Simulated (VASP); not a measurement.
SnTeO4, 6 atoms in the cell. Symmetry: I422, No. 97, tetragonal system. The conventional cell has a = 5.086 Å, b = 5.086 Å, c = 5.738 Å, α = 90.00°, β = 90.00°, γ = 90.00°. Sn (site symmetry 422) has 8 O at 2.32 Å and 2 Te at 2.87 Å within 3.1 Å. Within 3.1 Å of Te (site symmetry 422) lie 8 O at 2.32 Å and 2 Sn at 2.87 Å. Within 3.1 Å of O (site symmetry 2) lie 2 Sn at 2.32 Å and 2 Te at 2.32 Å and 7 O at 2.59 to 2.95 Å. The cell was generated, and may not be a known phase.

| Property | Result |
| --- | --- |
| Program | VASP 6.6.1 |
| Task | single point |
| Functional | PBE |
| Potentials or basis | VASP PAW PBE potentials, release 64 (Sn_d, Te, O) |
| Cutoff | 520 eV |
| k mesh | 6 × 6 × 6 |
| Occupations | gaussian, width 0.1 eV |
| Spin | no spin polarisation |
| Dipole correction | no |
| Further INCAR settings | ALGO = Normal; EDIFF = 1e-07; NBANDS = 31 |

Potentials or basis: VASP PAW PBE potentials, release 64 (Sn_d, Te, O).

Run with:

```sh
$ cat potpaw_PBE.64/Sn_d/POTCAR potpaw_PBE.64/Te/POTCAR potpaw_PBE.64/O/POTCAR > POTCAR
$ mpirun -np 1 vasp_std > vasp.out
```

Hardware: 1 thread of Intel(R) Xeon(R) 6975P-C (Granite Rapids), with other jobs on the host.

Question: Estimate the wall time of this run.

Answer: Wall time 36 s on 1 thread of Intel(R) Xeon(R) 6975P-C (Granite Rapids), on a shared host, peak memory 0.24 GiB. Counts: scf iterations 18, k points 30.
